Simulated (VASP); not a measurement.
# SiC3 (Pm-3m) in VASP: a series of runs, part 2 of 2

VASP 6.6.1.

### Step 3. Relaxation of cell and atoms, PBE

This run uses another cell than the first one, of 8.29 Å³/atom, 1.010 times its volume.

File INCAR:

```
PREC = Accurate
ENCUT = 600
EDIFF = 1E-6
ISMEAR = 0
SIGMA = 0.1
LREAL = False
LASPH = True
NELM = 60
ALGO = Normal
ISIF = 3
LWAVE = False
LCHARG = False
GGA = PE
IBRION = 2
NSW = 100
EDIFFG = -0.01
```

File KPOINTS:

```
Automatic mesh
0
Gamma
  14 14 14
```

File POSCAR:

```
SiC3
1.0
    3.2123259403      0.0000000000      0.0000000000
    0.0000000000      3.2123259403      0.0000000000
    0.0000000000      0.0000000000      3.2123259403
Si C
1 3
Direct
    0.0000000000      0.0000000000      0.0000000000
    0.0000000000      0.5000000000      0.5000000000
    0.5000000000      0.0000000000      0.5000000000
    0.5000000000      0.5000000000      0.0000000000
```

Potentials or basis: VASP PAW PBE potentials, release 64 (Si, C).

Run with:

```sh
$ cat potpaw_PBE.64/Si/POTCAR potpaw_PBE.64/C/POTCAR > POTCAR
$ mpirun -np 1 vasp_std > vasp.out
```

OUTCAR:

```text
PREC = Accurate
   ENCUT = 600
   EDIFF = 1E-6
   ISMEAR = 0
   LREAL = False
   LASPH = True
   NELM = 60
   ISIF = 3
   GGA = PE
   IBRION = 2
   NSW = 100
   EDIFFG = -0.01

 ion  position               nearest neighbor table
   1  0.000  0.000  0.000-   2 2.27   3 2.27   4 2.27   2 2.27   3 2.27   2 2.27   4 2.27   2 2.27
                             3 2.27   4 2.27   3 2.27   4 2.27
   2  0.000  0.500  0.500-   1 2.27   1 2.27   1 2.27   1 2.27
   3  0.500  0.000  0.500-   1 2.27   1 2.27   1 2.27   1 2.27
   4  0.500  0.500  0.000-   1 2.27   1 2.27   1 2.27   1 2.27

  LATTYP: Found a simple cubic cell.
 ALAT       =     3.2123259403

  Lattice vectors:

 A1 = (   3.2123259403,   0.0000000000,   0.0000000000)
 A2 = (   0.0000000000,   3.2123259403,   0.0000000000)
 A3 = (   0.0000000000,   0.0000000000,   3.2123259403)

Analysis of symmetry for initial positions (statically):
=====================================================================
 Subroutine PRICEL returns:
 Original cell was already a primitive cell.

 Routine SETGRP: Setting up the symmetry group for a
 simple cubic supercell.

 Subroutine GETGRP returns: Found 48 space group operations
 (whereof 48 operations were pure point group operations)
 out of a pool of 48 trial point group operations.

The static configuration has the point symmetry O_h .

Analysis of symmetry for dynamics (positions and initial velocities):
=====================================================================
 Subroutine PRICEL returns:
 Original cell was already a primitive cell.

 Routine SETGRP: Setting up the symmetry group for a
 simple cubic supercell.

 Subroutine GETGRP returns: Found 48 space group operations
 (whereof 48 operations were pure point group operations)
 out of a pool of 48 trial point group operations.

The dynamic configuration has the point symmetry O_h .

 Subroutine INISYM returns: Found 48 space group operations
 (whereof 48 operations are pure point group operations),
 and found     1 'primitive' translations

----------------------------------------------------------------------------------------

                                     Primitive cell

  volume of cell :      33.1481

  direct lattice vectors                    reciprocal lattice vectors
     3.212325940  0.000000000  0.000000000     0.311300914  0.000000000  0.000000000
     0.000000000  3.212325940  0.000000000     0.000000000  0.311300914  0.000000000
     0.000000000  0.000000000  3.212325940     0.000000000  0.000000000  0.311300914

  length of vectors
     3.212325940  3.212325940  3.212325940     0.311300914  0.311300914  0.311300914

  position of ions in fractional coordinates (direct lattice)
     0.000000000  0.000000000  0.000000000
     0.000000000  0.500000000  0.500000000
     0.500000000  0.000000000  0.500000000
     0.500000000  0.500000000  0.000000000

  ion indices of the primitive-cell ions
   primitive index   ion index
                 1           1
                 2           2
                 3           3
                 4           4

----------------------------------------------------------------------------------------

[... 56 lines left out ...]
   ions per type =               1   3
   NGX,Y,Z   is equivalent  to a cutoff of  14.49, 14.49, 14.49 a.u.
   NGXF,Y,Z  is equivalent  to a cutoff of  28.98, 28.98, 28.98 a.u.
 SYSTEM =  unknown system
   PREC   = accura    normal or accurate (medium, high low for compatibility)
   ISTART =      0    job   : 0-new  1-cont  2-samecut
   ICHARG =      2    charge: 1-file 2-atom 10-const
   ISPIN  =      1    spin polarized calculation?
   LNONCOLLINEAR =      F non collinear calculations
   LSORBIT =      F    spin-orbit coupling
   LASPH  =      T    aspherical Exc in radial PAW
   ENCUT  =  600.0 eV  44.10 Ry    6.64 a.u.   6.42  6.42  6.42*2*pi/ulx,y,z
   NELM   =     60;   NELMIN=  2; NELMDL= -5     # of ELM steps
   EDIFF  = 0.1E-05   stopping-criterion for ELM
   LREAL  =      F    real-space projection
   EDIFFG = -.1E-01   stopping-criterion for IOM
   NSW    =    100    number of steps for IOM
   IBRION =      2    ionic relax: 0-MD 1-quasi-New 2-CG
   NFREE  =      1    steps in history (QN), initial steepest desc. (CG)
   ISIF   =      3    stress and relaxation
   ISYM   =      2    0-nonsym 1-usesym 2-fastsym
   POTIM  = 0.5000    time-step for ionic-motion
   TEBEG  =    0.0;   TEEND  =   0.0 temperature during run
   PSTRESS=    0.0 pullay stress
   NELECT =      16.0000    total number of electrons
   NUPDOWN=      -1.0000    fix difference up-down
   EMIN   =  10.00;   EMAX   =-10.00  energy-range for DOS
   EFERMI =   0.00;   METHOD = LEGACY
   ISMEAR =     0;   SIGMA  =   0.10  broadening in eV -4-tet -1-fermi 0-gaus
   EFERMI_NEDOS =   21; number of points for ismear=-14 and -15
   IALGO  =     38    algorithm
   IMIX   =      4    mixing-type and parameters
     AMIX     =   0.40;   BMIX     =  1.00
     AMIX_MAG =   1.60;   BMIX_MAG =  1.00
  volume/ion in A,a.u.               =       8.29        55.92
  Fermi-wavevector in a.u.,A,eV,Ry     =   1.284188  2.426763 22.437890  1.649138
  Thomas-Fermi vector in A             =   2.416396
   LORBIT       =      0    0 simple, 1 ext, 2 COOP (PROOUT), +10 PAW based schemes
   GGA     = PE    functional components
   LHFCALC =     F    Hartree Fock is set to
   AEXX    =    0.0000 exact exchange contribution
   IVDW    =     0    specifies the selected vdW correction
   LEPSILON=     F    determine dielectric tensor
   LRPA    =     F    only Hartree local field effects (RPA)
 conjugate gradient relaxation of ions
 non-spin polarized calculation
 Gauss-broadening in eV      SIGMA  =   0.10
  energy-cutoff  :      600.00
  volume of cell :       33.15
 maximum number of plane-waves:      1141
 NGX is ok and might be reduce to    28
   NGX = 13   NGY = 13   NGZ = 13

--------------------------------------- Ionic step        1  -------------------------------------------

 number of electron      16.0000000 magnetization

 Free energy of the ion-electron system (eV)
  ---------------------------------------------------
  ext. energy  EPLUGINS =         0.00000000
  ---------------------------------------------------
  free energy    TOTEN  =       -20.49152537 eV

  energy without entropy =      -20.48400405  energy(sigma->0) =      -20.48776471

------------------------ aborting loop because EDIFF is reached ----------------------------------------

  FORCE on cell =-STRESS in cart. coord.  units (eV):
  Direction    XX          YY          ZZ          XY          YZ          ZX
  --------------------------------------------------------------------------------------
  -------------------------------------------------------------------------------------
  Total       -0.3218387     -0.3218387     -0.3218387     -0.0000000      0.0000000     -0.0000000
  in kB      -15.5557155    -15.5557155    -15.5557155     -0.0000000      0.0000000     -0.0000000
  external PRESSURE =     -15.5557155 kB  Pullay stress =       0.0000000 kB
[... 63 lines left out ...]
--------------------------------------- Ionic step        3  -------------------------------------------

 number of electron      16.0000000 magnetization

 Free energy of the ion-electron system (eV)
  ---------------------------------------------------
  ext. energy  EPLUGINS =         0.00000000
  ---------------------------------------------------
  free energy    TOTEN  =       -20.49307912 eV

  energy without entropy =      -20.48585102  energy(sigma->0) =      -20.48946507

 E-fermi :   9.8341     XC(G=0): -12.5286

 val. band max:        9.8260572903   @ k =   0.4286   0.4286   0.1429
 cond. band min:       9.8469018295   @ k =   0.5000   0.2857   0.2143
 fundamental gap:      0.0208445392
 Fermi energy:         9.8341236889

 k-point     1 :       0.0000    0.0000    0.0000
  band No.  band energies     occupation
      1      -8.4986      2.00000
      2       2.9601      2.00000
      3       2.9601      2.00000
      4       3.1520      2.00000
      5       3.1520      2.00000
      6       3.1520      2.00000
      7       8.3640      2.00000
      8      11.0092      0.00000
      9      11.0092      0.00000
     10      11.0092      0.00000
     11      13.4263      0.00000
     12      13.4263      0.00000
[... 331 lines left out ...]
 k-point    24 :       0.3571    0.2143    0.0000
  band No.  band energies     occupation
      1      -6.3196      2.00000
      2      -2.8089      2.00000
      3       0.6164      2.00000
      4       3.9516      2.00000
      5       5.2036      2.00000
      6       6.3170      2.00000
      7       8.3584      2.00000
      8       8.5873      2.00000
      9      10.7587      0.00000
     10      11.5075      0.00000
     11      11.8072      0.00000
     12      13.2646      0.00000

 [... further k-points ...]
[... 5 lines left out ...]
  --------------------------------------------------------------------------------------
  -------------------------------------------------------------------------------------
  Total        0.0002066      0.0002066      0.0002066     -0.0000000     -0.0000000      0.0000000
  in kB        0.0100821      0.0100821      0.0100821     -0.0000000     -0.0000000      0.0000000
  external PRESSURE =       0.0100821 kB  Pullay stress =       0.0000000 kB
[... 19 lines left out ...]
  FREE ENERGIE OF THE ION-ELECTRON SYSTEM (eV)
  ---------------------------------------------------
  free  energy   TOTEN  =       -20.4930791227 eV

  energy  without entropy=      -20.4858510167  energy(sigma->0) =      -20.48946507

 reached required accuracy - stopping structural energy minimisation
```

OSZICAR:

```text
N       E                     dE             d eps       ncg     rms          rms(c)
DAV:   1     0.349570024269E+02    0.34957E+02   -0.84003E+03  2888   0.134E+03
DAV:   2    -0.175769318792E+02   -0.52534E+02   -0.47327E+02  3656   0.190E+02
DAV:   3    -0.207189297177E+02   -0.31420E+01   -0.29571E+01  3836   0.405E+01
DAV:   4    -0.207995947323E+02   -0.80665E-01   -0.79496E-01  3776   0.603E+00
[... 17 lines left out ...]
DAV:   1    -0.204931263044E+02   -0.11849E-03   -0.25467E-03  2944   0.430E-01    0.507E-02
DAV:   2    -0.204930910572E+02    0.35247E-04   -0.62389E-05  3312   0.631E-02    0.243E-02
DAV:   3    -0.204930803091E+02    0.10748E-04   -0.14306E-05  3288   0.274E-02    0.557E-03
DAV:   4    -0.204930792492E+02    0.10599E-05   -0.11561E-06  1936   0.782E-03    0.132E-03
DAV:   5    -0.204930791227E+02    0.12653E-06   -0.93271E-08  1704   0.283E-03
   3 F= -.20493079E+02 E0= -.20489465E+02  d E =-.155375E-02
```

It took 68 s on 1 thread of Intel Xeon 6975P-C, shared host; peak memory 0.19 GiB.

Results:

```
Free energy                            : -20.4931 eV
Relaxed volume                         : 8.21 Å³/atom
Relaxed cell                           : a = 3.202 Å, b = 3.202 Å, c = 3.202 Å, α = 90.00°, β = 90.00°, γ = 90.00°
Space group after relaxing (to 0.05 Å) : Pm-3m (No. 221)
Energy gained by relaxing              : 0.4 meV/atom
Ionic steps                            : 3
Pressure after relaxing                : 0.0 GPa
Band gap on the k mesh                 : zero (band 8 reaches 11.01 eV, above the bottom of band 9 at 7.60 eV)
```

The path:
```csv
step,energy change (eV),largest force (eV/Å),pressure (GPa),volume (Å³)
1,0.0000,0.0000,-1.56,33.15
2,-0.0015,0.0000,0.34,32.76
3,-0.0016,0.0000,0.00,32.83
```

Final structure:
```yaml
crystal:
  lattice:
    - [3.20204, 0.00000, 0.00000]
    - [0.00000, 3.20204, 0.00000]
    - [0.00000, 0.00000, 3.20204]
  atoms:
    - { symbol: Si, position: [0.00000, 0.00000, 0.00000] }
    - { symbol: C, position: [0.00000, 0.50000, 0.50000] }
    - { symbol: C, position: [0.50000, 0.00000, 0.50000] }
    - { symbol: C, position: [0.50000, 0.50000, 0.00000] }
```
